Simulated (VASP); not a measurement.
Crystal: SiC.

```xyz
4
Lattice="3.1389 0.0000 0.0000 -1.5695 2.7184 0.0000 0.0000 0.0000 4.7552" Properties=species:S:1:pos:R:3 pbc="T T T"
Si    0.0000    1.8123    0.0219
Si    1.5695    0.9061    2.3995
C     0.0000    1.8123    1.8089
C     1.5695    0.9061    4.1864
```

| Quantity | Value |
| --- | --- |
| Program | VASP 6.6.1 |
| Task | relaxation of the atoms |
| Functional | LDA |
| Potentials or basis | VASP PAW LDA potentials, release 64 (Si, C) |
| Cutoff | 520 eV |
| k mesh | 12 × 12 × 6 |
| Occupations | gaussian, width 0.05 eV |
| Spin | no spin polarisation |

At the start: pressure 2.2 GPa; volume 10.14 Å³/atom.

Question: How do energy, volume and symmetry change on relaxing?

Answer: Over 3 steps the energy falls by 15.2 meV/atom at a fixed cell; space group P6_3mc (No. 186, to 0.1 Å) before and after.

The path:
| step | energy change (eV) | largest force (eV/Å) | pressure (GPa) |
| --- | --- | --- | --- |
| 1 | 0.0000 | 1.1940 | 2.16 |
| 2 | 0.0075 | 1.0349 | -0.76 |
| 3 | -0.0606 | 0.0003 | 0.42 |

Final structure:
```
Si C
1.0
     3.13894    0.00000    0.00000
    -1.56947    2.71840    0.00000
     0.00000    0.00000    4.75518
Si C
2 2
Direct
  0.33333 0.66667 0.99902
  0.66667 0.33333 0.49902
  0.33333 0.66667 0.38598
  0.66667 0.33333 0.88598
```
